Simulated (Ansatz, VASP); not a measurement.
# Two plane-wave programs on KBr

File INCAR:

```
SYSTEM = KBr
PREC     = Accurate       ! precision mode
ENCUT    = 500            ! plane-wave cutoff, eV
EDIFF    = 1E-6           ! SCF threshold, eV
ISMEAR   = 1              ! smearing method
SIGMA    = 0.05           ! smearing width, eV
LREAL    = .False.        ! projectors in reciprocal space
LASPH    = .True.         ! aspherical terms in the spheres
NELM     = 120            ! most SCF steps
ALGO     = Normal         ! electronic algorithm
ISIF     = 2              ! what is computed and relaxed
LWAVE    = .False.        ! write WAVECAR
LCHARG   = .False.        ! write CHGCAR
GGA      = LIBXC          ! functional
LIBXC1   = GGA_X_B88    
LIBXC2   = GGA_C_PBE    
NBANDS   = 15             ! bands
GGA_COMPAT= .False.
```

The input KPOINTS:

```
Automatic mesh
0
Gamma
  7 7 7
  0 0 0
```

File POSCAR:

```
KBr
1.0
    4.0163606051      0.0000000000      0.0000000000
    0.0000000000      4.0163606051      0.0000000000
    0.0000000000      0.0000000000      4.0163606051
Br K
1 1
Direct
    0.5000000000      0.5000000000      0.5000000000
    0.0000000000      0.0000000000      0.0000000000
```

The input input.yaml:

```yaml
crystal:
  lattice:
    - [4.0163606051, 0.0, 0.0]
    - [0.0, 4.0163606051, 0.0]
    - [0.0, 0.0, 4.0163606051]
  atoms:
    - { symbol: Br, position: [0.5, 0.5, 0.5] }
    - { symbol: K, position: [0.0, 0.0, 0.0] }
hamiltonian:
  xc: { exchange: b88, correlation: pbe }
  pseudopotentials: { kind: nc, accuracy: standard, xc_functional: lda }
kpoints:
  mp_grid: { grid: [7, 7, 7] }
scf:
  occupations: { method: cold, width: 0.05 }
output:
  forces: true
  stress: true
  eigenvalues: true
```

Alike in both runs: task single point; functional b88 exchange, pbe correlation; k mesh 7 × 7 × 7; no spin polarisation.

|  | VASP | Ansatz |
| --- | --- | --- |
| version | VASP 6.6.1 | Ansatz 0.2.0 |
| potentials or method | VASP PAW PBE potentials, release 64 (Br, K_sv) | PseudoDojo standard (LDA files) |
| plane-wave cutoff (eV) | 500 | 980 |
| occupations | methfessel-paxton of order 1, width 0.05 eV | cold, width 0.05 eV |
| valence electrons in the cell | 16 | 16 |

Ansatz gave:

| Property | Result |
| --- | --- |
| gap on the k mesh at the Fermi level (eV) | 4.08 |
| least direct gap on the mesh (eV) | 4.32 |
| pressure (GPa) | 0.5 |

**Question.** Which values does VASP return?

**Answer.** gap on the k mesh at the Fermi level (eV): 4.08; least direct gap on the mesh (eV): 4.32; pressure (GPa): 0.7.

VASP's potentials were made for PBE, not for b88 exchange, pbe correlation.

Noted on Ansatz's run: the potentials were made for another functional, which shifts forces and pressure; odd divisions of the mesh miss points on the zone boundary, where band edges often lie, so the gap on the mesh can be too wide.
